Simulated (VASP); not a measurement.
Here is a VASP 6.6.1 calculation.

File POSCAR:

```
GaSb
1.0
    4.2364760686     -0.0000000641     -0.0000001614
   -0.2844839406      4.2269135746     -0.0000000546
   -0.8583657663     -3.1583954668      2.6898839688
Ga Sb
1 1
Direct
    0.0000000000      0.0000000000      0.0000000000
    0.5000000000      0.5000000000      0.0000000000
```

The input INCAR.step1:

```
PREC = Accurate
ENCUT = 550
ISMEAR = -1
SIGMA = 0.1
LREAL = False
LASPH = True
NELM = 120
NBANDS = 16
GGA = PE
ALGO = Normal
EDIFF = 1E-5
LWAVE = True
LCHARG = False
GGA_COMPAT = False
```

INCAR.step2

```
PREC = Accurate
ENCUT = 550
EDIFF = 1E-6
ISMEAR = -1
SIGMA = 0.1
LREAL = False
LASPH = True
NELM = 120
ALGO = Normal
ISIF = 2
LWAVE = False
LCHARG = True
METAGGA = R2SCAN
LMIXTAU = True
LELF = True
LVHAR = True
NBANDS = 16
ISTART = 1
GGA_COMPAT = False
```

Contents of KPOINTS:

```
regular mesh
0
Gamma
  4 4 4
```

Potentials or basis: VASP PAW PBE potentials, release 64 (Ga_d, Sb).

Launch:

```sh
$ cat potpaw_PBE.64/Ga_d/POTCAR potpaw_PBE.64/Sb/POTCAR > POTCAR
$ cp INCAR.step1 INCAR
$ mpirun -np 1 vasp_std > vasp.out
$ cp INCAR.step2 INCAR
$ mpirun -np 1 vasp_std > vasp.out
```

Question: What does it give for the band gap on the k mesh?

Answer: Zero (band 9 reaches 8.00 eV, above the bottom of band 10 at 4.56 eV).

Question: What does it give for the pressure?

Answer: -2.7 GPa.

Stress tensor (GPa, compression positive):
```
-4.55 -2.01 -2.60
-2.01 -4.82  2.43
-2.60  2.43  1.38
```

Caveat: the k points lie up to 0.58 Å⁻¹ apart; the PAW data sets were made with another functional, which shifts forces and pressure a little; spin-orbit coupling is left out, which moves the levels of the heavy elements.
